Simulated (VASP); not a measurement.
# Si3Ni7 in VASP: further runs

The runs below take Si3Ni7 through single point, with PBE.

Everything below comes from runs of VASP 6.6.1. Logs are shortened: lines on timing, memory, paths and dates and some standing lists are left out, and cuts for length are marked.

### 1 The cell of the first run

The cell holds an amorphous packing of atoms, 20 atoms: a = 6.320 Å, b = 6.282 Å, c = 6.318 Å, α = 88.06°, β = 91.77°, γ = 89.07°.

### 2 Single point, PBE

File INCAR:

```
SYSTEM = Si3Ni7
PREC     = Accurate       ! precision mode
ENCUT    = 520            ! plane-wave cutoff, eV
EDIFF    = 1E-6           ! SCF threshold, eV
ISMEAR   = -1             ! smearing method
SIGMA    = 0.0862         ! smearing width, eV
LREAL    = Auto         
LASPH    = .True.         ! aspherical terms in the spheres
NELM     = 80             ! most SCF steps
ALGO     = Normal         ! electronic algorithm
ISIF     = 2              ! what is computed and relaxed
LWAVE    = .False.        ! write WAVECAR
LCHARG   = .False.        ! write CHGCAR
GGA      = PE             ! functional
NBANDS   = 98             ! bands
ISYM     = 0
```

File KPOINTS:

```
Automatic mesh
0
Gamma
  1 1 1
  0.25 0.25 0.25
```

File POSCAR:

```
Si3Ni7
1.0
    6.3191000000      0.0520890000     -0.0979460000
    0.0520890000      6.2804780000      0.1071670000
   -0.0979460000      0.1071670000      6.3162060000
Ni Si
14 6
Direct
    0.2463223911      0.2080056059      0.7081721141
    0.4250305127      0.6560278069      0.2973898424
    0.5847419975      0.3894624729      0.6878878895
    0.3676428801      0.1571648446      0.3137206520
    0.1413876540      0.4713099913      0.4275497787
    0.1849389842      0.3971360443      0.0627014311
    0.8176047173      0.6893116117      0.5549131321
    0.9498745281      0.7440700566      0.1586996458
    0.6673362453      0.9730256613      0.1706389365
    0.8698535791      0.0989276937      0.5914973157
    0.1507406168      0.8689112322      0.4603020912
    0.2795326936      0.9404750193     -0.0166678821
    0.2895383782      0.6278014868      0.7218622262
    0.7773575269      0.3970516612      0.2658094472
    0.5137436790      0.9042818620      0.6051887738
    0.9824437014      0.4130261518      0.7468514575
    1.0025325678      0.1124211480      0.2586573677
    0.6266626571      0.6483988499      0.9702432348
    0.5190326710      0.2547832634      0.9717676745
    0.9292990130      0.8739815532      0.8523596507
```

Potentials or basis: VASP PAW PBE potentials, release 64 (Ni, Si).

Launch:

```
$ cat potpaw_PBE.64/Ni/POTCAR potpaw_PBE.64/Si/POTCAR > POTCAR
$ mpirun -np 1 vasp_std > vasp.out
```

OUTCAR:

```text
SYSTEM = Si3Ni7
   PREC = Accurate
   ENCUT = 520
   EDIFF = 1E-6
   ISMEAR = -1
   LREAL = Auto
   LASPH = .True.
   NELM = 80
   ISIF = 2
   GGA = PE
   ISYM = 0

 ion  position               nearest neighbor table
   1  0.246  0.208  0.708-  16 2.12  12 2.38  19 2.39   3 2.44   5 2.45  10 2.58   6 2.61  15 2.64
                             4 2.66  13 2.66  11 2.75  20 3.06
   2  0.425  0.656  0.297-   5 2.31  11 2.45  18 2.46  15 2.59   9 2.65   6 2.69  12 2.75  14 2.75
                            13 2.84   7 2.94   3 3.07
   3  0.585  0.389  0.688-  19 2.01  13 2.39   1 2.44  18 2.47  16 2.54   7 2.55  10 2.64  14 2.96
                             2 3.07
   4  0.368  0.157  0.314-  17 2.35   6 2.41   9 2.42  19 2.45  11 2.46  15 2.53   5 2.55  12 2.58
                             1 2.66  14 3.04
   5  0.141  0.471  0.428-  16 2.30   2 2.31  13 2.31   6 2.39   1 2.45  11 2.51  14 2.55   4 2.55
                             7 2.61   8 2.63  17 2.68
   6  0.185  0.397  0.063-  16 2.34  19 2.37   5 2.39   4 2.41  17 2.46   1 2.61  13 2.66   2 2.69
                             8 2.71  14 2.91  12 2.98
   7  0.818  0.689  0.555-  16 2.30  20 2.34  15 2.37  11 2.48   3 2.55   5 2.61  10 2.62  14 2.64
                             8 2.68  18 2.93   2 2.94   9 3.08
   8  0.950  0.744  0.159-  20 2.07   9 2.28  11 2.42  18 2.43  17 2.44  14 2.53   5 2.63   7 2.68
                            12 2.69   6 2.71
   9  0.667  0.973  0.171-   8 2.28  19 2.30  17 2.36   4 2.42  18 2.45   2 2.65  12 2.70  20 2.73
[... 9 lines left out ...]
  14  0.777  0.397  0.266-  17 2.27   8 2.53   5 2.55  18 2.56  19 2.62   7 2.64   2 2.75  10 2.78
                             9 2.84   6 2.91   3 2.96   4 3.04
  15  0.514  0.904  0.605-   7 2.37  13 2.37  11 2.46   4 2.53  10 2.58   2 2.59   1 2.64  18 2.83
                            12 2.86   9 2.96  20 3.01
  16  0.982  0.413  0.747-   1 2.12   7 2.30   5 2.30   6 2.34  10 2.34  13 2.39   3 2.54  20 3.01
                            18 3.08
  17  0.003  0.112  0.259-  11 2.14  14 2.27  10 2.29   4 2.35   9 2.36   8 2.44   6 2.46   5 2.68
                            12 2.74  20 3.04
  18  0.627  0.648  0.970-   8 2.43   9 2.45   2 2.46   3 2.47  20 2.52  14 2.56  19 2.57  13 2.61
                            15 2.83  12 2.84   7 2.93  16 3.08
  19  0.519  0.255  0.972-   3 2.01   9 2.30   6 2.37   1 2.39   4 2.45  12 2.51  18 2.57  14 2.62
                            13 3.10
  20  0.929  0.874  0.852-   8 2.07  10 2.15   7 2.34  12 2.39  18 2.52   9 2.73  11 2.88  13 2.89
                            16 3.01  15 3.01  17 3.04   1 3.06

IMPORTANT INFORMATION: All symmetrisations will be switched off!
NOSYMM: (Re-)initialisation of all symmetry stuff for point group C_1.

----------------------------------------------------------------------------------------

                                     Primitive cell

  volume of cell :     250.5200

  direct lattice vectors                    reciprocal lattice vectors
[... 112 lines left out ...]
   EMIN   =  10.00;   EMAX   =-10.00  energy-range for DOS
   EFERMI =   0.00;   METHOD = LEGACY
   ISMEAR =    -1;   SIGMA  =   0.09  broadening in eV -4-tet -1-fermi 0-gaus
   EFERMI_NEDOS =   21; number of points for ismear=-14 and -15
   IALGO  =     38    algorithm
   IMIX   =      4    mixing-type and parameters
     AMIX     =   0.40;   BMIX     =  1.00
     AMIX_MAG =   1.60;   BMIX_MAG =  1.00
  volume/ion in A,a.u.               =      12.53        84.53
  Fermi-wavevector in a.u.,A,eV,Ry     =   1.421484  2.686215 27.492160  2.020617
  Thomas-Fermi vector in A             =   2.542289
   LORBIT       =      0    0 simple, 1 ext, 2 COOP (PROOUT), +10 PAW based schemes
   GGA     = PE    functional components
   LHFCALC =     F    Hartree Fock is set to
   AEXX    =    0.0000 exact exchange contribution
   IVDW    =     0    specifies the selected vdW correction
   LEPSILON=     F    determine dielectric tensor
   LRPA    =     F    only Hartree local field effects (RPA)
 non-spin polarized calculation
  energy-cutoff  :      520.00
  volume of cell :      250.52
 maximum number of plane-waves:      6741
 NGX is ok and might be reduce to    48
   NGX = 23   NGY = 23   NGZ = 23

 number of electron     164.0000013 magnetization

 Free energy of the ion-electron system (eV)
  ---------------------------------------------------
  ext. energy  EPLUGINS =         0.00000000
  ---------------------------------------------------
  free energy    TOTEN  =      -112.01245814 eV

  energy without entropy =     -111.62857553  energy(sigma->0) =     -111.82051684

 E-fermi :   8.7710     XC(G=0): -12.1560

 val. band max:        8.6665854103   @ k =   0.2500   0.2500   0.2500
 cond. band min:       8.8528038847   @ k =   0.2500   0.2500   0.2500
 fundamental gap:      0.1862184745
 Fermi energy:         8.7709929225

 k-point     1 :       0.2500    0.2500    0.2500
  band No.  band energies     occupation
      1      -2.2641      2.00000
      2      -0.9894      2.00000
      3      -0.4392      2.00000
      4      -0.1298      2.00000
      5       0.8478      2.00000
      6       1.3422      2.00000
[... 86 lines left out ...]
     93      11.4766      0.00000
     94      11.5956      0.00000
 [bands above 94 left out]

------------------------ aborting loop because EDIFF is reached ----------------------------------------

  FORCE on cell =-STRESS in cart. coord.  units (eV):
  Direction    XX          YY          ZZ          XY          YZ          ZX
  --------------------------------------------------------------------------------------
  -------------------------------------------------------------------------------------
  Total       -8.8656377     -8.0360749     -5.2394126     -4.3771203     -9.4410364     -1.1720209
  in kB      -56.6993575    -51.3939659    -33.5081737    -27.9934638    -60.3792657     -7.4955499
  external PRESSURE =     -47.2004991 kB  Pullay stress =       0.0000000 kB

 VOLUME and BASIS-vectors are now :
 -----------------------------------------------------------------------------
  energy-cutoff  :      520.00
  volume of cell :      250.52
      direct lattice vectors                 reciprocal lattice vectors
     6.319100000  0.052089000 -0.097946000     0.158299960 -0.001355187  0.002477766
     0.052089000  6.280478000  0.107167000    -0.001355187  0.159281262 -0.002723538
    -0.097946000  0.107167000  6.316206000     0.002477766 -0.002723538  0.158407525

 POSITION                                       TOTAL-FORCE (eV/Angst)
 -----------------------------------------------------------------------------------
      1.49801      1.39510      4.47113         1.157278     -0.965198     -0.539994
      2.69085      4.17418      1.90705         1.023918      0.227770      0.051683
      3.64795      2.55019      4.32931         1.601015      0.887966     -2.585222
      2.30063      1.03984      1.96236         0.684366      0.211532      0.846861
      0.87612      3.01324      2.73715        -1.095584     -0.719713     -0.679840
      1.18319      2.51056      0.42048        -0.511035      0.113264     -0.797984
[... 12 lines left out ...]
      3.19791      1.73134      6.11435        -0.532126     -1.474910      3.032627
      5.83437      5.62877      5.38632         1.076809      0.478510     -1.524059
 -----------------------------------------------------------------------------------
    total drift:                                0.001175      0.003424      0.001081

  FREE ENERGIE OF THE ION-ELECTRON SYSTEM (eV)
  ---------------------------------------------------
  free  energy   TOTEN  =      -112.0124581442 eV

  energy  without entropy=     -111.6285755298  energy(sigma->0) =     -111.82051684
```

OSZICAR:

```text
N       E                     dE             d eps       ncg     rms          rms(c)
DAV:   1     0.131407842957E+04    0.13141E+04   -0.69839E+04   196   0.212E+03
DAV:   2     0.275825064911E+02   -0.12865E+04   -0.12515E+04   196   0.462E+02
DAV:   3    -0.120496575481E+03   -0.14808E+03   -0.13366E+03   198   0.183E+02
[... 20 lines left out ...]
DAV:  24    -0.112012467390E+03   -0.65594E-05   -0.57402E-05   264   0.914E-02    0.402E-02
DAV:  25    -0.112012464208E+03    0.31811E-05   -0.30637E-05   208   0.874E-02    0.302E-02
DAV:  26    -0.112012461377E+03    0.28316E-05   -0.96737E-06   216   0.524E-02    0.258E-02
DAV:  27    -0.112012457721E+03    0.36559E-05   -0.11663E-05   216   0.497E-02    0.113E-02
DAV:  28    -0.112012458144E+03   -0.42324E-06   -0.50019E-06   160   0.258E-02
   1 F= -.11201246E+03 E0= -.11182052E+03  d E =-.383883E+00
```

stdout:

```text
POSCAR found type information on POSCAR NiSi
 POSCAR found :  2 types and      20 ions
 scaLAPACK will be used
 LDA part: xc-table for (Slater+PW92), standard interpolation
 POSCAR, INCAR and KPOINTS ok, starting setup
 FFT: planning ... GRIDC
 FFT: planning ... GRID_SOFT
 FFT: planning ... GRID
 WAVECAR not read
 entering main loop
```

It took 1.9 min on 1 thread of Intel Xeon Platinum 8488C (Sapphire Rapids), shared host; peak memory 0.32 GiB.

What came out:

| Item | Value |
| --- | --- |
| Free energy | -112.0125 eV |
| Pressure | -4.7 GPa |
| Largest force | 3.414 eV/Å |
| Band gap on the k mesh | 0.19 eV |

Forces in eV/Å, atoms in the order of the input:
```
Ni   1.157 -0.965 -0.540
Ni   1.024  0.228  0.052
Ni   1.601  0.888 -2.585
Ni   0.684  0.212  0.847
Ni  -1.096 -0.720 -0.680
Ni  -0.511  0.113 -0.798
Ni  -0.455  0.209 -0.190
Ni   0.862 -1.796  0.973
Ni  -0.440  0.517  0.066
Ni  -1.460  0.910 -0.271
Ni   0.898 -0.091  0.641
Ni   0.287 -0.589  0.549
Ni   0.733  0.413  1.608
Ni  -0.976 -0.246 -0.196
Si  -0.301  0.423 -0.703
Si  -1.736  0.251  0.449
Si   0.142  1.090 -1.226
Si  -0.959  0.149  0.497
Si  -0.532 -1.475  3.033
Si   1.077  0.479 -1.524
```

Stress tensor (GPa, compression positive):
```
-5.67 -2.80 -0.75
-2.80 -5.14 -6.04
-0.75 -6.04 -3.35
```

Caveat: the k points lie up to 1.00 Å⁻¹ apart.

### 3 Single point, PBE

File INCAR:

```
SYSTEM = Si3Ni7
PREC = Accurate ; ENCUT = 520
EDIFF = 1E-6 ; ISMEAR = -1
SIGMA = 0.0862 ; LREAL = Auto
LASPH = .TRUE. ; NELM = 80
ALGO = Normal ; ISIF = 2
LWAVE = .FALSE. ; LCHARG = .FALSE.
GGA = PE ; NBANDS = 98
ISYM = 0
```

KPOINTS is that of step 2.

File POSCAR:

```
Si3Ni7
1.0
    6.3191000000      0.0520890000     -0.0979460000
    0.0520890000      6.2804780000      0.1071670000
   -0.0979460000      0.1071670000      6.3162060000
Ni Si
14 6
Direct
    0.2613511877      0.1473695920      0.7220879348
    0.4358850630      0.6267720693      0.3303068196
    0.5951233575      0.3526861871      0.6590067885
    0.4131322320      0.2092732213      0.3497204598
    0.0797007473      0.4404909276      0.4335932486
    0.2106028144      0.3823709673     -0.0016379843
    0.7898791600      0.7037103945      0.5119144265
    0.9629155943      0.6888589915      0.1390348540
    0.6793956990      0.9686712582      0.2447622035
    0.8357368715      0.1004520760      0.5486320326
    0.1646334000      0.8816250558      0.4210777911
    0.3135796437      0.9112874549      0.0511830883
    0.3680936799      0.6363828581      0.7360925312
    0.7160759553      0.4100328845      0.2486755152
    0.5029274048      0.9012254046      0.5783747561
    0.9381961969      0.3661328077      0.7798693092
    0.9808546733      0.1015296346      0.1944780087
    0.5853497339      0.6943419961      1.0120380995
    0.5298484069      0.1733977204      0.9746205267
    1.0272232732      0.8338783501      0.7844983475
```

Potentials or basis: VASP PAW PBE potentials, release 64 (Ni, Si).

Launch:

```
$ cat potpaw_PBE.64/Ni/POTCAR potpaw_PBE.64/Si/POTCAR > POTCAR
$ mpirun -np 1 vasp_std > vasp.out
```

It took 99 s on 1 thread of Intel Xeon Platinum 8488C (Sapphire Rapids), shared host; peak memory 0.32 GiB.

Results (log left out):

```
Free energy            : -112.8718 eV
Pressure               : -5.5 GPa
Largest force          : 2.303 eV/Å
Band gap on the k mesh : 0.19 eV
```

Forces in eV/Å, atoms in the order of the input:
```
Ni  -0.382 -0.432 -0.961
Ni  -1.128 -0.402  0.376
Ni   0.111  0.232  0.086
Ni  -1.355  0.173 -0.165
Ni   0.630 -0.449  0.171
Ni  -0.438  0.250  2.235
Ni   0.898 -0.835  0.690
Ni  -0.141  0.871 -1.001
Ni  -1.087 -1.076 -1.460
Ni   1.411 -0.243  0.808
Ni  -0.446 -0.535  0.915
Ni  -1.710 -0.215  0.024
Ni  -1.390 -0.184  0.322
Ni   0.871 -1.210 -0.502
Si   0.508  1.755 -1.002
Si  -0.130  0.253 -0.596
Si   1.778  1.457 -0.140
Si   1.322 -1.085  0.253
Si   0.531  1.536  0.146
Si   0.146  0.141 -0.200
```

Stress tensor (GPa, compression positive):
```
-2.72 -2.22 -1.19
-2.22 -7.06  1.13
-1.19  1.13 -6.66
```

Levels at points of the mesh, in eV from the valence-band top:
```tsv
k point	band 78	band 79	band 80	band 81	band 82	band 83	band 84	band 85	band 86	band 87
(0.25, 0.25, 0.25)	-0.25	-0.16	-0.13	-0.11	0.00	0.19	0.29	0.48	0.74	0.87
```

Caveat: the k points lie up to 1.00 Å⁻¹ apart. Spin polarisation is off, so any magnetic state and its effect on volume and gap are missing.

### 4 Single point, PBE

File INCAR:

```
SYSTEM = Si3Ni7
PREC = Accurate
ENCUT = 520
EDIFF = 1E-6
ISMEAR = -1
SIGMA = 0.0862
LREAL = Auto
LASPH = .TRUE.
NELM = 100
ALGO = Normal
ISIF = 2
LWAVE = .FALSE.
LCHARG = .TRUE.
GGA = PE
LELF = .TRUE.
LVHAR = .TRUE.
NBANDS = 98
ISYM = 0
```

KPOINTS is that of step 3.

File POSCAR:

```
Si3Ni7
1.0
    6.3191000000      0.0520890000     -0.0979460000
    0.0520890000      6.2804780000      0.1071670000
   -0.0979460000      0.1071670000      6.3162060000
Ni Si
14 6
Direct
    0.2838472317      0.1518555189      0.7418275782
    0.4043766814      0.6088698092      0.3295602340
    0.5818917022      0.3579883500      0.6778848611
    0.3968584009      0.2134233845      0.3499880702
    0.0838899583      0.4374943650      0.4245571989
    0.1905316659      0.3789880452      0.0523324924
    0.7748452969      0.6720181993      0.5564359084
    0.9548568958      0.6861635242      0.1255567547
    0.6765857665      0.9433836121      0.1902479555
    0.8695212868      0.1164068384      0.6058387203
    0.1720871185      0.8642058668      0.4793287133
    0.2354522711      0.9532932475      0.1008263554
    0.3453534766      0.6740194071      0.7375201749
    0.7253410944      0.3277033131      0.2574137509
    0.5566470568      0.9622928468      0.5738497628
    0.9921583815      0.4323083445      0.7661725657
    1.0212119097      0.1266996311      0.2916181965
    0.5641229454      0.6183527687      1.0090833920
    0.4795486030      0.2123313892      1.0233670259
    1.0285884307      0.8426974773      0.7947585563
```

Launch:

```
$ cat potpaw_PBE.64/Ni/POTCAR potpaw_PBE.64/Si/POTCAR > POTCAR
$ mpirun -np 1 vasp_std > vasp.out
```

Run time: 1.8 min. Hardware: 1 thread of Intel Xeon Platinum 8488C (Sapphire Rapids), shared host; peak memory 0.32 GiB.

Results (log left out):

```
Free energy            : -112.6037 eV
Pressure               : -1.3 GPa
Largest force          : 3.419 eV/Å
Band gap on the k mesh : 0.19 eV
```

Forces on the atoms (eV/Å):
```
Ni  -1.565 -0.620 -0.822
Ni   0.861  0.135  0.022
Ni   0.608  0.526  0.421
Ni  -1.035 -0.490  1.976
Ni   0.287  0.942  0.743
Ni  -1.104  1.016  0.354
Ni   0.517  0.166 -0.414
Ni  -0.474 -0.094 -0.205
Ni  -0.541 -0.515  0.868
Ni   0.592  0.127  0.245
Ni  -0.552  0.019 -1.531
Ni   0.623 -1.327 -1.217
Ni   0.636 -0.654  0.496
Ni   0.546  1.723  0.226
Si  -0.975 -0.489 -0.174
Si  -0.849 -0.324  0.011
Si  -0.939 -0.003 -1.157
Si   1.264  0.394  0.642
Si   2.766 -0.888 -1.802
Si  -0.667  0.358  1.316
```

Stress tensor (GPa, compression positive):
```
 0.74 -3.44 -0.01
-3.44 -4.46 -1.65
-0.01 -1.65 -0.06
```

Levels at points of the mesh, in eV from the valence-band top:
| k point | band 78 | band 79 | band 80 | band 81 | band 82 | band 83 | band 84 | band 85 | band 86 | band 87 |
| --- | --- | --- | --- | --- | --- | --- | --- | --- | --- | --- |
| (0.25, 0.25, 0.25) | -0.33 | -0.28 | -0.17 | -0.05 | 0.00 | 0.19 | 0.27 | 0.52 | 0.80 | 1.02 |

Caveat: the k points lie up to 1.00 Å⁻¹ apart. Spin polarisation is off, so any magnetic state and its effect on volume and gap are missing.
